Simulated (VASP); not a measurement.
# Al5InSb6 in VASP: a series of runs, part 2 of 2

VASP 6.6.1. Earlier steps stand in the parts before.

## (4) Single point, PBE

Input file INCAR:

```
ALGO     = Normal         # electronic algorithm
EDIFF    = 1E-7           # SCF threshold, eV
ENCUT    = 520            # plane-wave cutoff, eV
GGA      = PE             # functional
ISIF     = 2              # what is computed and relaxed
ISMEAR   = 0              # smearing method
LASPH    = True           # aspherical terms in the spheres
LCHARG   = True           # write CHGCAR
LELF     = True           # ELF
LREAL    = False          # projectors in reciprocal space
LVHAR    = True         
LWAVE    = False          # write WAVECAR
NBANDS   = 41             # bands
NELM     = 80             # most SCF steps
PREC     = Accurate       # precision mode
SIGMA    = 0.02           # smearing width, eV
```

Input file KPOINTS:

```
k-points
0
Gamma
  6 6 2
```

Input file POSCAR:

```
Al5InSb6
1.0
    4.4500397000      0.0000000000      0.0000000000
    0.0000000000      4.4500397000      0.0000000000
    0.0000000000      0.0000000000     18.8565787000
Al In Sb
5 1 6
Direct
    0.0000000000      0.0000000000      0.8265620000
    0.5000000000      0.5000000000      0.6631940000
    0.0000000000      0.0000000000      0.5000000000
    0.5000000000      0.5000000000      0.3368060000
    0.0000000000      0.0000000000      0.1734380000
    0.5000000000      0.5000000000      0.0000000000
    0.5000000000      0.0000000000      0.7448270000
    0.0000000000      0.5000000000      0.5815860000
    0.5000000000      0.0000000000      0.4184140000
    0.0000000000      0.5000000000      0.2551730000
    0.5000000000      0.0000000000      0.0927880000
    0.0000000000      0.5000000000      0.9072120000
```

Potentials or basis: VASP PAW PBE potentials, release 64 (Al, In_d, Sb).

Command:

```bash
$ cat potpaw_PBE.64/Al/POTCAR potpaw_PBE.64/In_d/POTCAR potpaw_PBE.64/Sb/POTCAR > POTCAR
$ mpirun -np 1 vasp_std > vasp.out
```

OUTCAR:

```text
EDIFF = 1E-7
   ENCUT = 520
   GGA = PE
   ISIF = 2
   ISMEAR = 0
   LASPH = True
   LREAL = False
   NELM = 80
   PREC = Accurate

 ion  position               nearest neighbor table
   1  0.000  0.000  0.827-  12 2.70  12 2.70   7 2.71   7 2.71
   2  0.500  0.500  0.663-   8 2.71   8 2.71   7 2.71   7 2.71
   3  0.000  0.000  0.500-   8 2.71   9 2.71   8 2.71   9 2.71
   4  0.500  0.500  0.337-   9 2.71   9 2.71  10 2.71  10 2.71
   5  0.000  0.000  0.173-  11 2.70  11 2.70  10 2.71  10 2.71
   6  0.500  0.500  0.000-  11 2.83  12 2.83  11 2.83  12 2.83
   7  0.500  0.000  0.745-   2 2.71   2 2.71   1 2.71   1 2.71
   8  0.000  0.500  0.582-   3 2.71   3 2.71   2 2.71   2 2.71
   9  0.500  0.000  0.418-   3 2.71   3 2.71   4 2.71   4 2.71
  10  0.000  0.500  0.255-   4 2.71   4 2.71   5 2.71   5 2.71
  11  0.500  0.000  0.093-   5 2.70   5 2.70   6 2.83   6 2.83
  12  0.000  0.500  0.907-   1 2.70   1 2.70   6 2.83   6 2.83

  LATTYP: Found a simple tetragonal cell.
 ALAT       =     4.4500397000
 C/A-ratio  =     4.2373956124

  Lattice vectors:

 A1 = (   4.4500397000,   0.0000000000,   0.0000000000)
 A2 = (   0.0000000000,   4.4500397000,   0.0000000000)
 A3 = (   0.0000000000,   0.0000000000,  18.8565787000)

Analysis of symmetry for initial positions (statically):
=====================================================================
 Subroutine PRICEL returns:
 Original cell was already a primitive cell.

 Routine SETGRP: Setting up the symmetry group for a
 simple tetragonal supercell.

 Subroutine GETGRP returns: Found  8 space group operations
 (whereof  8 operations were pure point group operations)
 out of a pool of 16 trial point group operations.

The static configuration has the point symmetry D_2d.

Analysis of symmetry for dynamics (positions and initial velocities):
[... 154 lines left out ...]
   IVDW    =     0    specifies the selected vdW correction
   LEPSILON=     F    determine dielectric tensor
   LRPA    =     F    only Hartree local field effects (RPA)
 non-spin polarized calculation
 Gauss-broadening in eV      SIGMA  =   0.02
  energy-cutoff  :      520.00
  volume of cell :      373.41
 maximum number of plane-waves:     10142
 NGX is ok and might be reduce to    36
   NGX = 17   NGY = 17   NGZ = 71

 number of electron      58.0000002 magnetization

 Free energy of the ion-electron system (eV)
  ---------------------------------------------------
  ext. energy  EPLUGINS =         0.00000000
  ---------------------------------------------------
  free energy    TOTEN  =       -47.92209347 eV

  energy without entropy =      -47.92209347  energy(sigma->0) =      -47.92209347

 E-fermi :   4.5736     XC(G=0):  -8.4798

 val. band max:        4.4713746115   @ k =   0.0000   0.0000   0.0000
 cond. band min:       5.3575187066   @ k =   0.0000   0.0000   0.0000
 fundamental gap:      0.8861440951
 Fermi energy:         4.5735503302

 k-point     1 :       0.0000    0.0000    0.0000
  band No.  band energies     occupation
      1      -9.9097      2.00000
      2      -9.8440      2.00000
      3      -9.8440      2.00000
      4      -9.7941      2.00000
      5      -9.7925      2.00000
      6      -6.0379      2.00000
[... 869 lines left out ...]
     40       8.5256      0.00000
     41       8.6260      0.00000

------------------------ aborting loop because EDIFF is reached ----------------------------------------

  FORCE on cell =-STRESS in cart. coord.  units (eV):
  Direction    XX          YY          ZZ          XY          YZ          ZX
  --------------------------------------------------------------------------------------
  -------------------------------------------------------------------------------------
  Total        0.3043572      0.3043572      0.2984958      0.0000000     -0.0000000      0.0000000
  in kB        1.3058808      1.3058808      1.2807315      0.0000000     -0.0000000      0.0000000
  external PRESSURE =       1.2974977 kB  Pullay stress =       0.0000000 kB

 VOLUME and BASIS-vectors are now :
 -----------------------------------------------------------------------------
  energy-cutoff  :      520.00
  volume of cell :      373.41
      direct lattice vectors                 reciprocal lattice vectors
     4.450039700  0.000000000  0.000000000     0.224717096  0.000000000  0.000000000
     0.000000000  4.450039700  0.000000000     0.000000000  0.224717096  0.000000000
     0.000000000  0.000000000 18.856578700     0.000000000  0.000000000  0.053031890

 POSITION                                       TOTAL-FORCE (eV/Angst)
 -----------------------------------------------------------------------------------
      0.00000      0.00000     15.58613        -0.000000      0.000000     -0.002381
      2.22502      2.22502     12.50557        -0.000000      0.000000      0.001083
      0.00000      0.00000      9.42829        -0.000000      0.000000      0.000000
      2.22502      2.22502      6.35101        -0.000000      0.000000     -0.001083
      0.00000      0.00000      3.27045        -0.000000      0.000000      0.002381
      2.22502      2.22502      0.00000        -0.000000     -0.000000      0.000000
      2.22502      0.00000     14.04489         0.000000      0.000000      0.000476
      0.00000      2.22502     10.96672        -0.000000      0.000000      0.000267
      2.22502      0.00000      7.88986        -0.000000      0.000000     -0.000267
      0.00000      2.22502      4.81169        -0.000000      0.000000     -0.000476
      2.22502      0.00000      1.74966        -0.000000      0.000000     -0.020604
      0.00000      2.22502     17.10691         0.000000      0.000000      0.020604
 -----------------------------------------------------------------------------------
    total drift:                                0.000000      0.000000      0.000000

  FREE ENERGIE OF THE ION-ELECTRON SYSTEM (eV)
  ---------------------------------------------------
  free  energy   TOTEN  =       -47.9220934686 eV

  energy  without entropy=      -47.9220934686  energy(sigma->0) =      -47.92209347
```

OSZICAR:

```text
N       E                     dE             d eps       ncg     rms          rms(c)
DAV:   1     0.313068351629E+03    0.31307E+03   -0.20460E+04  1648   0.116E+03
DAV:   2    -0.153399290602E+02   -0.32841E+03   -0.31320E+03  1836   0.233E+02
DAV:   3    -0.472743491652E+02   -0.31934E+02   -0.31274E+02  2056   0.820E+01
DAV:   4    -0.483761947988E+02   -0.11018E+01   -0.10986E+01  2020   0.171E+01
DAV:   5    -0.484229785024E+02   -0.46784E-01   -0.46775E-01  2470   0.381E+00    0.837E+00
DAV:   6    -0.480137808624E+02    0.40920E+00   -0.57660E-01  2253   0.454E+00    0.522E+00
DAV:   7    -0.479229984382E+02    0.90782E-01   -0.61599E-01  2140   0.317E+00    0.837E-01
DAV:   8    -0.479183241521E+02    0.46743E-02   -0.49623E-02  2149   0.132E+00    0.770E-01
DAV:   9    -0.479204010279E+02   -0.20769E-02   -0.58796E-03  1986   0.279E-01    0.345E-01
DAV:  10    -0.479215913965E+02   -0.11904E-02   -0.13804E-03  1970   0.163E-01    0.113E-01
DAV:  11    -0.479220703548E+02   -0.47896E-03   -0.67232E-04  1874   0.109E-01    0.812E-02
DAV:  12    -0.479220843342E+02   -0.13979E-04   -0.28614E-05  2310   0.274E-02    0.377E-02
DAV:  13    -0.479220924370E+02   -0.81028E-05   -0.33317E-05  1889   0.225E-02    0.132E-02
DAV:  14    -0.479220927437E+02   -0.30673E-06   -0.19200E-06  2150   0.777E-03    0.464E-03
DAV:  15    -0.479220928900E+02   -0.14627E-06   -0.13343E-07  1418   0.147E-03    0.367E-03
DAV:  16    -0.479220932431E+02   -0.35317E-06   -0.27137E-07  1641   0.190E-03    0.116E-03
DAV:  17    -0.479220934211E+02   -0.17802E-06   -0.26305E-08  1188   0.823E-04    0.107E-03
DAV:  18    -0.479220934686E+02   -0.47463E-07   -0.94332E-09  1121   0.687E-04
   1 F= -.47922093E+02 E0= -.47922093E+02  d E =-.144944E-14
```

stdout:

```text
POSCAR found type information on POSCAR AlInSb
 POSCAR found :  3 types and      12 ions
 scaLAPACK will be used
 LDA part: xc-table for (Slater+PW92), standard interpolation
 POSCAR, INCAR and KPOINTS ok, starting setup
 FFT: planning ... GRIDC
 FFT: planning ... GRID_SOFT
 FFT: planning ... GRID
 WAVECAR not read
 entering main loop
```

It took 12 min on 1 thread of Intel Xeon 8259CL, shared host; peak memory 0.61 GiB.

Results:

* Free energy: -47.9221 eV
* Pressure: 0.1 GPa
* Largest force: 0.021 eV/Å
* Band gap on the k mesh: 0.89 eV

Forces on the atoms (eV/Å):
```
Al   0.000  0.000 -0.002
Al   0.000  0.000  0.001
Al   0.000  0.000  0.000
Al   0.000  0.000 -0.001
Al   0.000  0.000  0.002
In   0.000  0.000  0.000
Sb   0.000  0.000  0.000
Sb   0.000  0.000  0.000
Sb   0.000  0.000  0.000
Sb   0.000  0.000  0.000
Sb   0.000  0.000 -0.021
Sb   0.000  0.000  0.021
```

Levels at points of the mesh, in eV from the valence-band top:
```
           k point  band 25  band 26  band 27  band 28  band 29  band 30  band 31  band 32  band 33  band 34
(0.00, 0.00, 0.00)    -0.74    -0.74    -0.07     0.00     0.00     0.89     1.16     1.22     1.41     1.43
(0.50, 0.00, 0.00)    -1.09    -1.06    -1.06    -1.03    -0.47     1.42     1.52     1.56     1.57     2.25
(0.50, 0.50, 0.00)    -2.48    -2.17    -2.12    -2.12    -2.08     1.20     1.28     1.28     1.56     2.69
(0.00, 0.00, 0.50)    -0.91    -0.39    -0.39    -0.17    -0.17     1.13     1.18     1.53     1.54     1.66
(0.50, 0.00, 0.50)    -1.06    -1.03    -0.92    -0.90    -0.47     0.96     1.09     2.07     2.13     2.14
(0.50, 0.50, 0.50)    -2.29    -2.29    -2.27    -2.24    -2.24     1.52     1.66     1.66     1.73     1.73
```

Caveat: spin-orbit coupling is left out, which moves the levels of the heavy elements.

## (5) Summary

| cell | k mesh | smearing | gap on the mesh (eV) | pressure (GPa) | largest force (eV/Å) |
| --- | --- | --- | --- | --- | --- |
| a = 4.450, b = 4.450, c = 18.857 Å, 12 atoms | 4 × 4 × 1 | gaussian 0.1 eV | 0.88 | 0.2 | 0.01 |
| a = 4.474, b = 4.475, c = 18.670 Å, 12 atoms | 4 × 4 × 1 | gaussian 0.1 eV | 0.90 | 0.1 | 0.02 |
| a = 4.450, b = 4.450, c = 18.857 Å, 12 atoms | 6 × 6 × 2 | gaussian 0.02 eV | 0.89 | 0.1 | 0.02 |

Alike in all rows: task single point; level PBE; potentials or basis VASP PAW PBE potentials, release 64 (Al, In_d, Sb); no spin polarisation; cutoff (eV) 520.

Caveats: spin-orbit coupling is left out, which moves the levels of the heavy elements; an odd mesh through Γ misses points on the zone boundary, where band edges can lie (at least some runs).

Absolute energies hang on the potentials; compare differences alone.
